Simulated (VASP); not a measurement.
Set up this calculation in VASP 6.6.1, as the native input.

- Task: single point
- Functional: PBE
- Potentials or basis: VASP PAW PBE potentials, release 64 (In_d, As)
- Cutoff: 500 eV
- k mesh: 2 × 2 × 2
- Occupations: gaussian, width 0.1 eV
- Spin: no spin polarisation
- Dipole correction: no
- Further INCAR settings: ALGO = Normal; EDIFF = 1e-06; NBANDS = 16

The structure of InAs lies in POSCAR:

```
InAs
1.0
    0.0000000000      2.8773040000      2.8773040000
    2.8773040000      0.0000000000      2.8773040000
    2.8773040000      2.8773040000      0.0000000000
In As
1 1
Direct
    0.5000000000      0.5000000000      0.5000000000
    0.0000000000      0.0000000000      0.0000000000
```

The input as run:

INCAR

```
SYSTEM = InAs
  ALGO = Normal
  EDIFF = 1E-6
  ENCUT = 500
  GGA = PE
  GGA_COMPAT = .False.
  ISIF = 2
  ISMEAR = 0
  LASPH = .True.
  LCHARG = .True.
  LELF = .True.
  LREAL = .False.
  LVHAR = .True.
  LWAVE = .False.
  NBANDS = 16
  NELM = 120
  PREC = Accurate
  SIGMA = 0.1
```

KPOINTS

```
k-points
0
Gamma
  2 2 2
  0 0 0
```

Potentials or basis: VASP PAW PBE potentials, release 64 (In_d, As).

Launch:

```sh
$ cat potpaw_PBE.64/In_d/POTCAR potpaw_PBE.64/As/POTCAR > POTCAR
$ mpirun -np 1 vasp_std > vasp.out
```

Results of the run:

```yaml
Pressure: 11.6 GPa
Band_gap_on_the_k_mesh: zero (band 9 reaches 6.31 eV, above the bottom of band 10 at 3.85 eV)
```

Caveat: the k points lie up to 0.95 Å⁻¹ apart; spin-orbit coupling is left out, which moves the levels of the heavy elements.

It took 6.2 s on 1 thread of Intel Xeon 6975P-C, with other jobs on the host, peak memory 0.16 GiB.
